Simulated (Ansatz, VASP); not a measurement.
# Two plane-wave programs on YbNb2W3

INCAR

```
SYSTEM = YbNb2W3
PREC = Accurate
ENCUT = 520
EDIFF = 1E-7
ISMEAR = 0
SIGMA = 0.1
LREAL = .FALSE.
LASPH = .TRUE.
NELM = 150
ALGO = Normal
ISIF = 2
LWAVE = .FALSE.
LCHARG = .FALSE.
ISPIN = 2
MAGMOM = 1 1 1 0 0 0
LORBIT = 11
LMAXMIX = 6
GGA = PE
NBANDS = 59
```

KPOINTS

```
Automatic mesh
0
G
  6 6 4
  0 0 0
```

POSCAR

```
YbNb2W3
1.0
    5.6061756429      0.0000000000      0.0000000000
   -2.8030878215      4.8550905248      0.0000000000
    0.0000000000      0.0000000000      4.4341936906
Yb Nb W
1 2 3
Direct
    0.0000000000      0.0000000000      0.5000000000
    0.6666666667      0.3333333333      0.5000000000
    0.3333333333      0.6666666667      0.5000000000
    0.0000000000      0.5000000000      0.0000000000
    0.5000000000      0.5000000000      0.0000000000
    0.5000000000      0.0000000000      0.0000000000
```

Input for Ansatz:

```yaml
crystal:
  lattice:
    - [5.6061756429, 0.0, 0.0]
    - [-2.8030878215, 4.8550905248, 0.0]
    - [0.0, 0.0, 4.4341936906]
  atoms:
    - { symbol: Yb, position: [0.0, 0.0, 0.5], spin: 1.0 }
    - { symbol: Nb, position: [0.6666666667, 0.3333333333, 0.5], spin: 1.0 }
    - { symbol: Nb, position: [0.3333333333, 0.6666666667, 0.5], spin: 1.0 }
    - { symbol: W, position: [0.0, 0.5, 0.0] }
    - { symbol: W, position: [0.5, 0.5, 0.0] }
    - { symbol: W, position: [0.5, 0.0, 0.0] }
basis:
  ecutwfc: 420
kpoints:
  mp_grid: { grid: [6, 6, 4] }
hamiltonian:
  xc: pbe
scf:
  occupations: { method: gaussian, width: 0.1 }
  lower_state_search: "off"
output:
  forces: true
  stress: true
  eigenvalues: true
  populations: true
magnetization:
  spin_polarized: true
```

Change from the starting cell: species swapped into the DyB2Rh3 type (P6/mmm, No. 191).

Alike in both runs: task single point; functional PBE; k mesh 6 × 6 × 4; occupations gaussian, width 0.1 eV; collinear spin.

|  | VASP | Ansatz |
| --- | --- | --- |
| version | VASP 6.6.1 | Ansatz 0.2.0 |
| potentials or method | VASP PAW PBE potentials, release 64 (Yb, Nb_sv, W_sv), cutoff 520 eV | scalar-relativistic, plane waves, PAW |
| valence electrons in the cell | 92 | 92 |

```tsv
	VASP	Ansatz	Ansatz less VASP
gap on the k mesh at the Fermi level (eV)	none	none	-
pressure (GPa)	-0.1	-0.1	-0.06
net moment per atom (μB)	0.00	0.00	0.000
```

A gap of «none» marks a metal or a gap that the smearing closes. Ansatz's warnings: seeded moment not kept.

Neither program's run includes spin-orbit coupling.
